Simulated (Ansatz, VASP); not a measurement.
# Two plane-wave programs on Si2Sn

```xyz
6
Lattice="0.0000 3.8472 3.8472 3.8472 0.0000 3.8472 3.8472 3.8472 0.0000" Properties=species:S:1:pos:R:3 pbc="T T T"
Si    4.8090    4.8090    4.8090
Si    4.8090    2.8854    2.8854
Si    2.8854    2.8854    4.8090
Si    2.8854    4.8090    2.8854
Sn    0.0000    0.0000    0.0000
Sn    1.9236    1.9236    1.9236
```

Alike in both runs: functional PBE; k mesh 8 × 8 × 8; occupations gaussian, width 0.1 eV; no spin polarisation.

Ansatz relaxed the structure, and its values are those at the end. VASP's run is a single point on that final structure, the one shown.

|  | VASP | Ansatz |
| --- | --- | --- |
| version | VASP 6.6.1 | Ansatz 0.2.0 |
| potentials or method | VASP PAW PBE potentials, release 64 (Si, Sn_d), cutoff 520 eV | scalar-relativistic, plane waves, PAW |
| valence electrons in the cell | 44 | 44 |

|  | VASP | Ansatz | Ansatz less VASP |
| --- | --- | --- | --- |
| gap on the k mesh at the Fermi level (eV) | none | none | - |
| pressure (GPa) | -0.1 | 0.0 | +0.09 |

A gap of «none» marks a metal or a gap that the smearing closes. With one functional, cell and mesh, what is left measures potentials, basis and numerics.
